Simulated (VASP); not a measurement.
SnO2 (Cassiterite), 6 atoms in the cell. The structure is tetragonal, space group P4_2/mnm (No. 136). The conventional cell has a = 4.738 Å, b = 4.738 Å, c = 3.187 Å, α = 90.00°, β = 90.00°, γ = 90.00°. Within 2.7 Å of Sn (site symmetry mmm) lie 6 O at 2.05 to 2.06 Å. O (site symmetry m2m) has 3 Sn at 2.05 to 2.06 Å and 1 O at 2.59 Å within 2.7 Å. 

```yaml
Program: VASP 6.6.1
Task: relaxation of cell and atoms
Functional: LDA
Potentials_or_basis: VASP PAW LDA potentials, release 64 (Sn_d, O)
Cutoff: 600 eV
k_mesh: 4 × 4 × 6
Occupations: gaussian, width 0.01 eV
Spin: no spin polarisation
Target_pressure: 6 GPa
Dipole_correction: no
Further_INCAR_settings: ALGO = Normal; EDIFF = 1e-06; IBRION = 2; EDIFFG = -0.01; NSW = 80; ISIF = 3
```

Potentials or basis: VASP PAW LDA potentials, release 64 (Sn_d, O).

Launch:

```sh
$ cat potpaw_LDA.64/Sn_d/POTCAR potpaw_LDA.64/O/POTCAR > POTCAR
$ mpirun -np 1 vasp_std > vasp.out
```

Hardware: 1 thread of Intel(R) Xeon(R) 6975P-C (Granite Rapids), on a shared host.

**Question.** Estimate the wall time of this run.

**Answer.** It took 91 s on 1 thread of Intel(R) Xeon(R) 6975P-C (Granite Rapids), with other jobs on the host, peak memory 0.21 GiB. Counts: scf iterations 51, k points 24, ion steps 6.
